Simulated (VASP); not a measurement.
Here is a VASP 6.6.1 calculation.

The input INCAR:

```
SYSTEM = ScPd
PREC = Accurate
ENCUT = 600
EDIFF = 1E-6
ISMEAR = 1
SIGMA = 0.1
LREAL = .FALSE.
LASPH = .TRUE.
NELM = 100
ALGO = Normal
ISIF = 3
LWAVE = .FALSE.
LCHARG = .FALSE.
GGA = PS
IBRION = 2
NSW = 60
EDIFFG = -0.02
```

KPOINTS

```
Automatic mesh
0
G
  6 6 6
  0 0 0
```

File POSCAR:

```
ScPd
1.0
    3.2830000000      0.0000000000      0.0000000000
    0.0000000000      3.2830000000      0.0000000000
    0.0000000000      0.0000000000      3.2830000000
Sc Pd
1 1
Direct
    0.5000000000      0.5000000000      0.5000000000
    0.0000000000      0.0000000000      0.0000000000
```

Potentials or basis: VASP PAW PBE potentials, release 64 (Sc_sv, Pd).

Run with:

```sh
$ cat potpaw_PBE.64/Sc_sv/POTCAR potpaw_PBE.64/Pd/POTCAR > POTCAR
$ mpirun -np 1 vasp_std > vasp.out
```

Predict the relaxed volume.

17.39 Å³/atom.

What does it give for the space group after relaxing (to 0.05 Å)?

Pm-3m (No. 221).

Final structure:
```
Sc Pd
1.0
     3.26392    0.00000    0.00000
     0.00000    3.26392    0.00000
     0.00000    0.00000    3.26392
Sc Pd
1 1
Direct
  0.50000 0.50000 0.50000
  0.00000 0.00000 0.00000
```

Caveat: the PAW data sets were made with another functional, which shifts forces and pressure a little.
